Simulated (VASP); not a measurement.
## SnSe2: single point with PBE

Crystal: SnSe2.

```xyz
3
Lattice="5.2656 0.0000 0.0000 0.0000 5.2656 0.0000 0.0000 0.0000 6.2622" Properties=species:S:1:pos:R:3 pbc="T T T"
Sn    0.0000    0.0000    0.0000
Se    0.0000    2.6328    0.0000
Se    2.6328    0.0000    0.0000
```

The cell was generated, and may not be a known phase.

| Quantity | Value |
| --- | --- |
| Program | VASP 6.6.1 |
| Task | single point |
| Functional | PBE |
| Potentials or basis | VASP PAW PBE potentials, release 64 (Sn_d, Se) |
| Cutoff | 520 eV |
| k mesh | 10 × 10 × 8 |
| Occupations | gaussian, width 0.1 eV |
| Spin | no spin polarisation |
| Dipole correction | no |
| Further INCAR settings | ALGO = Normal; EDIFF = 1e-06; NBANDS = 20 |

```
Pressure               : 0.0 GPa
Band gap on the k mesh : zero (bands 13 and 14 overlap by 0.99 eV)
```

Levels at points of the mesh, in eV from the Fermi level:
| k point | band 11 | band 12 | band 13 | band 14 | band 15 | band 16 |
| --- | --- | --- | --- | --- | --- | --- |
| (0.00, 0.00, 0.00) | -2.15 | -0.33 | -0.24 | -0.24 | 3.31 | 3.86 |
| (0.50, 0.00, 0.00) | -1.17 | -0.88 | -0.87 | 1.43 | 2.30 | 3.61 |
| (0.50, 0.50, 0.00) | -0.83 | -0.68 | 0.73 | 0.77 | 2.80 | 2.80 |
| (0.00, 0.00, 0.50) | -2.28 | -0.38 | -0.24 | -0.24 | 3.11 | 5.88 |
| (0.50, 0.00, 0.50) | -1.16 | -0.96 | -0.87 | 1.46 | 2.12 | 3.63 |
| (0.50, 0.50, 0.50) | -0.90 | -0.68 | 0.51 | 0.77 | 2.82 | 2.82 |

Run time: 7.4 min on 1 thread of Intel Xeon 8259CL, with other jobs on the host, peak memory 0.5 GiB.

Caveat: spin-orbit coupling is left out, which moves the levels of the heavy elements.
